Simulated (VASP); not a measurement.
A run of VASP 6.6.1:

File INCAR:

```
PREC = Accurate
ENCUT = 520
EDIFF = 1E-7
ISMEAR = -1
SIGMA = 0.05
LREAL = Auto
LASPH = True
NELM = 80
ALGO = Normal
ISIF = 2
LWAVE = False
LCHARG = False
GGA = PE
NBANDS = 72
```

Contents of KPOINTS:

```
regular mesh
0
Gamma
  2 2 1
```

POSCAR

```
H4C10Cl
1.0
    5.0487420000      0.0000000000      0.0000000000
    0.0000000000      5.0487420000      0.0000000000
    0.0000000000      0.0000000000     17.1647000000
H C Cl
8 20 2
Direct
    0.4277897346      0.0000000000      0.0582591015
    0.0722160095      0.0000000000      0.0582591015
    0.9277954786      0.0000000000      0.0582591015
    0.5722217535      0.0000000000      0.0582591015
    0.4277897346      0.5000057440      0.0582591015
    0.0722160095      0.5000057440      0.0582591015
    0.9277954786      0.5000057440      0.0582591015
    0.5722217535      0.5000057440      0.0582591015
    0.2500028720      0.0000000000      0.0952361533
    0.7500086160      0.0000000000      0.0952361533
    0.2500028720      0.5000057440      0.0952361533
    0.7500086160      0.5000057440      0.0952361533
    0.2500028720      0.2500028720      0.1472324014
    0.7500086160      0.2500028720      0.1472324014
    0.2500028720      0.7500086160      0.1472324014
    0.7500086160      0.7500086160      0.1472324014
   -0.0179450643      0.2643232710      0.1926803265
    0.5003226546      0.2505376587      0.1938338567
    0.0013864840      0.7479486969      0.2043787541
    0.5018279801      0.7496520916      0.2076529156
   -0.0176281537      0.0140431022      0.2580645161
    0.5014120349      0.0286804119      0.2594219532
    0.0090121460      0.4748905767      0.2500072824
    0.5214962460      0.4953115053      0.2568235973
    0.2401192218      0.1325082565      0.2993643932
    0.7484636767      0.1068186887      0.2989041463
    0.2651155476      0.3971088243      0.2892564391
    0.7615758539      0.4004363859      0.2931364952
    0.0693043931     -0.0253726572      0.5510903191
    0.3997827578      0.2094977323      0.5452061498
```

Potentials or basis: VASP PAW PBE potentials, release 64 (H, C, Cl).

Launch:

```console
$ cat potpaw_PBE.64/H/POTCAR potpaw_PBE.64/C/POTCAR potpaw_PBE.64/Cl/POTCAR > POTCAR
$ mpirun -np 1 vasp_std > vasp.out
```

Hardware: 1 thread of Intel(R) Xeon(R) 6975P-C (Granite Rapids), on a shared host.

**Question.** How long does it take, and how much memory?

**Answer.** It took 3 min on 1 thread of Intel(R) Xeon(R) 6975P-C (Granite Rapids), with other jobs on the host, peak memory 0.47 GiB. Counts: scf iterations 25, k points 4.
